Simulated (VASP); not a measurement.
Input of a VASP 6.6.1 run:

INCAR

```
PREC = Accurate
ENCUT = 520
EDIFF = 1E-7
ISMEAR = -1
SIGMA = 0.05
LREAL = F
LASPH = T
NELM = 150
ALGO = Normal
ISIF = 2
LWAVE = F
LCHARG = T
ISPIN = 2
MAGMOM = 7 0 0
LORBIT = 11
LMAXMIX = 6
LDAU = T
LDAUTYPE = 2
LDAUL = 3 -1
LDAUU = 6 0
LDAUJ = 0 0
LDAUPRINT = 1
GGA = CA
LELF = T
LVHAR = T
NBANDS = 24
```

The input KPOINTS:

```
regular mesh
0
Gamma
  8 8 7
```

POSCAR

```
GdSi2
1.0
    4.0593057695      0.0000000000      0.0000000000
   -2.0296528848      3.5154619181      0.0000000000
    0.0000000000      0.0000000000      4.0714962500
Gd Si
1 2
Direct
    0.0000000000      0.0000000000      0.0000000000
    0.6666666667      0.3333333333      0.5000000000
    0.3333333333      0.6666666667      0.5000000000
```

Potentials or basis: VASP PAW PBE potentials, release 64 (Gd, Si).

Command:

```console
$ cat potpaw_PBE.64/Gd/POTCAR potpaw_PBE.64/Si/POTCAR > POTCAR
$ mpirun -np 1 vasp_std > vasp.out
```

Q: Predict the net moment.

A: 7.12 μB per cell.

Q: Predict the pressure.

A: -3.6 GPa.

Stress tensor (GPa, compression positive):
```
-2.92  0.00  0.00
 0.00 -2.92  0.00
 0.00  0.00 -4.89
```

Caveat: the cell stands under tension; the PAW data sets were made with another functional, which shifts forces and pressure a little. The state reached can hang on the start; a lower one may exist.
